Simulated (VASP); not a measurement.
Input of a VASP 6.6.1 run:

File INCAR:

```
SYSTEM = ZnS
PREC     = Accurate       ! precision mode
ENCUT    = 520            ! plane-wave cutoff, eV
EDIFF    = 1E-6           ! SCF threshold, eV
ISMEAR   = 0              ! smearing method
SIGMA    = 0.02           ! smearing width, eV
LREAL    = .FALSE.        ! projectors in reciprocal space
LASPH    = .TRUE.         ! aspherical terms in the spheres
NELM     = 100            ! most SCF steps
ALGO     = Normal         ! electronic algorithm
ISIF     = 2              ! what is computed and relaxed
LWAVE    = .FALSE.        ! write WAVECAR
LCHARG   = .FALSE.        ! write CHGCAR
GGA      = PE             ! functional
NBANDS   = 16             ! bands
```

File KPOINTS:

```
Automatic mesh
0
G
  10 10 10
  0 0 0
```

The input POSCAR:

```
ZnS
1.0
    0.0000000000      2.6372569280      2.6372569280
    2.6372569280      0.0000000000      2.6372569280
    2.6372569280      2.6372569280      0.0000000000
Zn S
1 1
Direct
    0.2500000000      0.2500000000      0.2500000000
    0.0000000000      0.0000000000      0.0000000000
```

Potentials or basis: VASP PAW PBE potentials, release 64 (Zn, S).

Command:

```console
$ cat potpaw_PBE.64/Zn/POTCAR potpaw_PBE.64/S/POTCAR > POTCAR
$ mpirun -np 1 vasp_std > vasp.out
```

Estimate the pressure.

8.3 GPa.

Estimate the band gap on the k mesh.

2.44 eV.

Caveat: the cell stands under pressure.
